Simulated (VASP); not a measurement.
# CsPb2Br5 (I4/mcm) in VASP: single point with PBEsol

Aim: the single point of CsPb2Br5 with PBEsol.

Everything below comes from runs of VASP 6.6.1. Logs are shortened: lines on timing, memory, paths and dates and some standing lists are left out, and cuts for length are marked.

## Step 1: The cell of the first run

It takes space group I4/mcm (No. 140, tetragonal). Conventional cell: a = 8.374 Å, b = 8.374 Å, c = 15.258 Å, α = 90.00°, β = 90.00°, γ = 90.00°. Cs (site symmetry 422) has 10 Br at 3.69 to 3.81 Å and 8 Pb at 4.94 Å within 5.0 Å. Within 3.9 Å of Pb (site symmetry m2m) lie 8 Br at 2.93 to 3.28 Å and 1 Pb at 3.87 Å. Within 4.1 Å of Br (site symmetry 4/m) lie 4 Pb at 3.13 Å and 8 Br at 3.73 Å and 2 Cs at 3.81 Å. Within 3.9 Å of Br (site symmetry m) lie 3 Pb at 2.93 to 3.28 Å and 4 Br at 3.60 to 3.89 Å and 2 Cs at 3.69 Å.

## Step 2: Single point, PBEsol

File INCAR:

```
ALGO = Normal ; EDIFF = 1E-6
ENCUT = 520 ; GGA = PS
ISIF = 2 ; ISMEAR = 0
LASPH = True ; LCHARG = False
LREAL = Auto ; LWAVE = False
NBANDS = 86 ; NELM = 80
PREC = Accurate ; SIGMA = 0.02
```

File KPOINTS:

```
k-points
0
Gamma
  4 4 4
```

File POSCAR:

```
CsPb2Br5
1.0
   -4.1867836079      4.1867836079      7.6288811597
    4.1867836079     -4.1867836079      7.6288811597
    4.1867836079      4.1867836079     -7.6288811597
Cs Pb Br
2 4 10
Direct
    0.7500000000      0.7500000000      0.0000000000
    0.2500000000      0.2500000000      0.0000000000
    0.6633513789      0.8366486211      0.5000000000
    0.3366486211      0.1633513789      0.5000000000
    0.8366486211      0.3366486211      0.1732972422
    0.1633513789      0.6633513789      0.8267027578
    0.5000000000      0.5000000000      0.0000000000
    0.0000000000      0.0000000000      0.0000000000
    0.7207184844      0.5244093449      0.5000000000
    0.2792815156      0.4755906551      0.5000000000
    0.0244093449      0.2207184844      0.5000000000
    0.9755906551      0.7792815156      0.5000000000
    0.5244093449      0.0244093449      0.8036908604
    0.4755906551      0.9755906551      0.1963091396
    0.2207184844      0.7207184844      0.1963091396
    0.7792815156      0.2792815156      0.8036908604
```

Potentials or basis: VASP PAW PBE potentials, release 64 (Cs_sv, Pb_d, Br).

Run with:

```bash
$ cat potpaw_PBE.64/Cs_sv/POTCAR potpaw_PBE.64/Pb_d/POTCAR potpaw_PBE.64/Br/POTCAR > POTCAR
$ mpirun -np 1 vasp_std > vasp.out
```

OUTCAR:

```text
EDIFF = 1E-6
   ENCUT = 520
   GGA = PS
   ISIF = 2
   ISMEAR = 0
   LASPH = True
   LREAL = Auto
   NELM = 80
   PREC = Accurate

 ion  position               nearest neighbor table
   1  0.750  0.750  0.000-
   2  0.250  0.250  0.000-
   3  0.663  0.837  0.500-   9 2.93  12 2.93   8 3.13   7 3.13  14 3.28  13 3.28  16 3.28  15 3.28
                             4 3.87
   4  0.337  0.163  0.500-  10 2.93  11 2.93   7 3.13   8 3.13  14 3.28  13 3.28  16 3.28  15 3.28
                             3 3.87
   5  0.837  0.337  0.173-  13 2.93  16 2.93   7 3.13   8 3.13   9 3.28  11 3.28  10 3.28  12 3.28
                             6 3.87
   6  0.163  0.663  0.827-  14 2.93  15 2.93   7 3.13   8 3.13  10 3.28  12 3.28  11 3.28   9 3.28
                             5 3.87
   7  0.500  0.500  0.000-   3 3.13   4 3.13   6 3.13   5 3.13
   8  0.000  0.000  0.000-   4 3.13   3 3.13   6 3.13   5 3.13
   9  0.721  0.524  0.500-   3 2.93   5 3.28   6 3.28
  10  0.279  0.476  0.500-   4 2.93   6 3.28   5 3.28
  11  0.024  0.221  0.500-   4 2.93   5 3.28   6 3.28
  12  0.976  0.779  0.500-   3 2.93   6 3.28   5 3.28
  13  0.524  0.024  0.804-   5 2.93   4 3.28   3 3.28
  14  0.476  0.976  0.196-   6 2.93   4 3.28   3 3.28
  15  0.221  0.721  0.196-   6 2.93   4 3.28   3 3.28
  16  0.779  0.279  0.804-   5 2.93   4 3.28   3 3.28

  LATTYP: Found a body centered tetragonal cell.
 ALAT       =     8.3735672158
 C/A-ratio  =     1.8221340948

  Lattice vectors:

 A1 = (  -4.1867836079,   4.1867836079,   7.6288811597)
 A2 = (   4.1867836079,  -4.1867836079,   7.6288811597)
 A3 = (   4.1867836079,   4.1867836079,  -7.6288811597)

Analysis of symmetry for initial positions (statically):
=====================================================================
 Subroutine PRICEL returns:
 Original cell was already a primitive cell.

 Routine SETGRP: Setting up the symmetry group for a
 body centered tetragonal supercell.

 Subroutine GETGRP returns: Found 16 space group operations
 (whereof  8 operations were pure point group operations)
 out of a pool of 16 trial point group operations.

The static configuration has the point symmetry C_4h.
 The point group associated with its full space group is D_4h.

Analysis of symmetry for dynamics (positions and initial velocities):
=====================================================================
 Subroutine PRICEL returns:
 Original cell was already a primitive cell.

 Routine SETGRP: Setting up the symmetry group for a
 body centered tetragonal supercell.

 Subroutine GETGRP returns: Found 16 space group operations
 (whereof  8 operations were pure point group operations)
 out of a pool of 16 trial point group operations.

The dynamic configuration has the point symmetry C_4h.
 The point group associated with its full space group is D_4h.

 Subroutine INISYM returns: Found 16 space group operations
 (whereof  8 operations are pure point group operations),
 and found     1 'primitive' translations

----------------------------------------------------------------------------------------

                                     Primitive cell

  volume of cell :     534.9114

  direct lattice vectors                    reciprocal lattice vectors
    -4.186783608  4.186783608  7.628881160     0.000000000  0.119423416  0.065540410
     4.186783608 -4.186783608  7.628881160     0.119423416  0.000000000  0.065540410
     4.186783608  4.186783608 -7.628881160     0.119423416  0.119423416  0.000000000

  length of vectors
     9.657025510  9.657025510  9.657025510     0.136225907  0.136225907  0.168890214

  position of ions in fractional coordinates (direct lattice)
     0.750000000  0.750000000  0.000000000
     0.250000000  0.250000000  0.000000000
     0.663351379  0.836648621  0.500000000
     0.336648621  0.163351379  0.500000000
     0.836648621  0.336648621  0.173297242
     0.163351379  0.663351379  0.826702758
[... 8 lines left out ...]
     0.220718484  0.720718484  0.196309140
     0.779281516  0.279281516  0.803690860

  ion indices of the primitive-cell ions
   primitive index   ion index
                 1           1
                 2           2
                 3           3
                 4           4
                 5           5
                 6           6
[... 8 lines left out ...]
                15          15
                16          16

----------------------------------------------------------------------------------------

 KPOINTS: k-points

Automatic generation of k-mesh.
 Grid dimensions read from file:
 generate k-points for:    4    4    4

 Generating k-lattice:

  Cartesian coordinates                     Fractional coordinates (reciprocal lattice)
     0.000000000  0.029855854  0.016385103     0.250000000  0.000000000 -0.000000000
     0.029855854  0.000000000  0.016385103     0.000000000  0.250000000 -0.000000000
     0.029855854  0.029855854  0.000000000     0.000000000  0.000000000  0.250000000

  Length of vectors
     0.034056477  0.034056477  0.042222554

  Shift w.r.t. Gamma in fractional coordinates (k-lattice)
     0.000000000  0.000000000  0.000000000

 Subroutine IBZKPT returns following result:
 ===========================================

 Found     13 irreducible k-points:

 Following reciprocal coordinates:
            Coordinates               Weight
  0.000000  0.000000  0.000000      1.000000
  0.250000  0.000000 -0.000000      8.000000
  0.500000  0.000000 -0.000000      4.000000
  0.250000  0.250000 -0.000000      8.000000
  0.500000  0.250000 -0.000000     16.000000
 -0.250000  0.250000  0.000000      4.000000
  0.500000  0.500000 -0.000000      2.000000
  0.250000  0.250000  0.250000      2.000000
 -0.250000  0.250000  0.250000      4.000000
  0.500000  0.500000  0.250000      4.000000
 -0.250000  0.500000  0.250000      8.000000
 -0.250000 -0.250000  0.250000      2.000000
  0.500000  0.500000  0.500000      1.000000
   k-points           NKPTS =     13   k-points in BZ     NKDIM =     13   number of bands    NBANDS=     86
   number of dos      NEDOS =    301   number of ions     NIONS =     16
   total plane-waves  NPLWV = 373248
   dimension x,y,z NGX =    72 NGY =   72 NGZ =   72
   dimension x,y,z NGXF=   144 NGYF=  144 NGZF=  144
   ions per type =               2   4  10
   NGX,Y,Z   is equivalent  to a cutoff of  12.39, 12.39, 12.39 a.u.
   NGXF,Y,Z  is equivalent  to a cutoff of  24.79, 24.79, 24.79 a.u.
 SYSTEM =  unknown system
   PREC   = accura    normal or accurate (medium, high low for compatibility)
   ISTART =      0    job   : 0-new  1-cont  2-samecut
   ICHARG =      2    charge: 1-file 2-atom 10-const
   ISPIN  =      1    spin polarized calculation?
   LNONCOLLINEAR =      F non collinear calculations
   LSORBIT =      F    spin-orbit coupling
   LASPH  =      T    aspherical Exc in radial PAW
   ENCUT  =  520.0 eV  38.22 Ry    6.18 a.u.  17.96 17.96 17.96*2*pi/ulx,y,z
   NELM   =     80;   NELMIN=  2; NELMDL= -5     # of ELM steps
   EDIFF  = 0.1E-05   stopping-criterion for ELM
   LREAL  =      T    real-space projection
   EDIFFG = 0.1E-04   stopping-criterion for IOM
   NSW    =      0    number of steps for IOM
   IBRION =     -1    ionic relax: 0-MD 1-quasi-New 2-CG
   NFREE  =      0    steps in history (QN), initial steepest desc. (CG)
   ISIF   =      2    stress and relaxation
   ISYM   =      2    0-nonsym 1-usesym 2-fastsym
   POTIM  = 0.5000    time-step for ionic-motion
   TEBEG  =    0.0;   TEEND  =   0.0 temperature during run
   PSTRESS=    0.0 pullay stress
   NELECT =     144.0000    total number of electrons
   NUPDOWN=      -1.0000    fix difference up-down
   EMIN   =  10.00;   EMAX   =-10.00  energy-range for DOS
   EFERMI =   0.00;   METHOD = LEGACY
   ISMEAR =     0;   SIGMA  =   0.02  broadening in eV -4-tet -1-fermi 0-gaus
   EFERMI_NEDOS =   21; number of points for ismear=-14 and -15
   IALGO  =     38    algorithm
   IMIX   =      4    mixing-type and parameters
     AMIX     =   0.40;   BMIX     =  1.00
     AMIX_MAG =   1.60;   BMIX_MAG =  1.00
  volume/ion in A,a.u.               =      33.43       225.61
  Fermi-wavevector in a.u.,A,eV,Ry     =   1.057065  1.997563 15.202966  1.117386
  Thomas-Fermi vector in A             =   2.192324
   LORBIT       =      0    0 simple, 1 ext, 2 COOP (PROOUT), +10 PAW based schemes
   GGA     = PS    functional components
   LHFCALC =     F    Hartree Fock is set to
   AEXX    =    0.0000 exact exchange contribution
   IVDW    =     0    specifies the selected vdW correction
   LEPSILON=     F    determine dielectric tensor
   LRPA    =     F    only Hartree local field effects (RPA)
 non-spin polarized calculation
 Gauss-broadening in eV      SIGMA  =   0.02
  energy-cutoff  :      520.00
  volume of cell :      534.91
 maximum number of plane-waves:     14436
   NGX = 35   NGY = 35   NGZ = 35

 number of electron     144.0000005 magnetization

 Free energy of the ion-electron system (eV)
  ---------------------------------------------------
  ext. energy  EPLUGINS =         0.00000000
  ---------------------------------------------------
  free energy    TOTEN  =       -54.82232750 eV

  energy without entropy =      -54.82232750  energy(sigma->0) =      -54.82232750

 E-fermi :   1.2283     XC(G=0):  -8.7017

 val. band max:        1.0623933963   @ k =  -0.2500   0.2500   0.2500
 cond. band min:       4.0546902668   @ k =   0.5000   0.5000   0.5000
 fundamental gap:      2.9922968705
 Fermi energy:         1.2283158459

 k-point     1 :       0.0000    0.0000    0.0000
  band No.  band energies     occupation
      1     -18.4464      2.00000
      2     -18.4417      2.00000
      3     -14.6204      2.00000
      4     -14.6132      2.00000
      5     -14.5693      2.00000
      6     -14.5672      2.00000
[... 76 lines left out ...]
     83       6.8086      0.00000
     84       6.8086      0.00000

 k-point     2 :       0.2500    0.0000   -0.0000
  band No.  band energies     occupation
      1     -18.4457      2.00000
      2     -18.4424      2.00000
      3     -14.6135      2.00000
      4     -14.6121      2.00000
      5     -14.5815      2.00000
      6     -14.5770      2.00000
[... 946 lines left out ...]
     83       6.6567      0.00000
     84       6.6567      0.00000

 k-point    13 :       0.5000    0.5000    0.5000
  band No.  band energies     occupation
      1     -18.4460      2.00000
      2     -18.4420      2.00000
      3     -14.6203      2.00000
      4     -14.6131      2.00000
      5     -14.5693      2.00000
      6     -14.5669      2.00000
[... 76 lines left out ...]
     83       6.5207      0.00000
     84       6.5207      0.00000
 [bands above 84 left out]

------------------------ aborting loop because EDIFF is reached ----------------------------------------

  FORCE on cell =-STRESS in cart. coord.  units (eV):
  Direction    XX          YY          ZZ          XY          YZ          ZX
  --------------------------------------------------------------------------------------
  -------------------------------------------------------------------------------------
  Total        0.0945318      0.0945318      0.0689357      0.0000000     -0.0000000      0.0000000
  in kB        0.2831435      0.2831435      0.2064775      0.0000000     -0.0000000      0.0000000
  external PRESSURE =       0.2575882 kB  Pullay stress =       0.0000000 kB

 VOLUME and BASIS-vectors are now :
 -----------------------------------------------------------------------------
  energy-cutoff  :      520.00
  volume of cell :      534.91
      direct lattice vectors                 reciprocal lattice vectors
    -4.186783608  4.186783608  7.628881160     0.000000000  0.119423416  0.065540410
     4.186783608 -4.186783608  7.628881160     0.119423416  0.000000000  0.065540410
     4.186783608  4.186783608 -7.628881160     0.119423416  0.119423416  0.000000000

 POSITION                                       TOTAL-FORCE (eV/Angst)
 -----------------------------------------------------------------------------------
      0.00000      0.00000     11.44332        -0.000000     -0.000000     -0.000000
      0.00000      0.00000      3.81444         0.000000     -0.000000     -0.000000
      2.81895      1.36783      7.62888        -0.000369      0.000369     -0.000000
      1.36783      2.81895      0.00000         0.000369     -0.000369     -0.000000
     -1.36783      2.81895      7.62888        -0.000369     -0.000369     -0.000000
      5.55462      1.36783      0.00000         0.000369      0.000369     -0.000000
[... 8 lines left out ...]
      2.91530     -1.27149      5.68449        -0.000193     -0.000193     -0.001622
      1.27149      5.45827      1.94439         0.000193      0.000193      0.001622
 -----------------------------------------------------------------------------------
    total drift:                                0.000000      0.000000      0.000000

  FREE ENERGIE OF THE ION-ELECTRON SYSTEM (eV)
  ---------------------------------------------------
  free  energy   TOTEN  =       -54.8223275013 eV

  energy  without entropy=      -54.8223275013  energy(sigma->0) =      -54.82232750
```

Run time: 37 min. Hardware: 1 thread of Intel Xeon 8259CL, shared host; peak memory 0.94 GiB.

Results:

```yaml
Free_energy: -54.8223 eV
Pressure: 0.0 GPa
Band_gap_on_the_k_mesh: 2.99 eV (least direct gap 3.22 eV)
```

Levels at points of the mesh, in eV from the valence-band top:
| k point | band 68 | band 69 | band 70 | band 71 | band 72 | band 73 | band 74 | band 75 | band 76 | band 77 |
| --- | --- | --- | --- | --- | --- | --- | --- | --- | --- | --- |
| (0.00, 0.00, 0.00) | -0.68 | -0.56 | -0.36 | -0.36 | -0.35 | 3.03 | 3.53 | 3.58 | 3.65 | 3.76 |
| (0.50, 0.00, 0.00) | -0.55 | -0.47 | -0.47 | -0.04 | -0.04 | 3.70 | 3.70 | 3.85 | 3.85 | 4.16 |
| (0.50, 0.50, 0.00) | -0.40 | -0.39 | -0.32 | -0.29 | -0.27 | 3.26 | 3.29 | 3.68 | 3.86 | 4.06 |
| (0.50, 0.50, 0.50) | -0.51 | -0.31 | -0.29 | -0.29 | -0.23 | 2.99 | 3.22 | 3.35 | 3.76 | 3.77 |

Caveat: the PAW data sets were made with another functional, which shifts forces and pressure a little; spin-orbit coupling is left out, which moves the levels of the heavy elements. A k mesh can miss the band edges.
